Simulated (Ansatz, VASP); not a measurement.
**Na2ReP2: VASP beside Ansatz**

```xyz
5
Lattice="-1.6736 1.6736 6.9537 1.6736 -1.6736 6.9537 1.6736 1.6736 -6.9537" Properties=species:S:1:pos:R:3 pbc="T T T"
Na    1.6736    0.0000    3.4768
Na    0.0000    1.6736    3.4768
Re    0.0000    0.0000    0.0000
P     0.0000    0.0000    8.1928
P     0.0000    0.0000    5.7145
```

Alike in both runs: functional PBE; k mesh 6 × 6 × 6; occupations gaussian, width 0.1 eV; no spin polarisation.

Ansatz relaxed the structure, and its values are those at the end. VASP's run is a single point on that final structure, the one shown.

|  | VASP | Ansatz |
| --- | --- | --- |
| version | VASP 6.6.1 | Ansatz 0.2.0 |
| potentials or method | VASP PAW PBE potentials, release 64 (Na_pv, Re, P), cutoff 520 eV | scalar-relativistic, plane waves, PAW |
| valence electrons in the cell | 31 | 43 |

```tsv
	VASP	Ansatz	Ansatz less VASP
gap on the k mesh at the Fermi level (eV)	none	none	-
pressure (GPa)	0.0	0.0	-0.05
rms of the force components (eV/Å)	0.017	0.005	-0.0120
```

A gap of «none» marks a metal or a gap that the smearing closes. VASP's potentials hold 31 valence electrons a cell and Ansatz's 43, so a difference there can come from the potentials and not from the codes.

The k mesh is coarse, so the values compare programs but aren't converged. Spin-orbit coupling is off throughout.
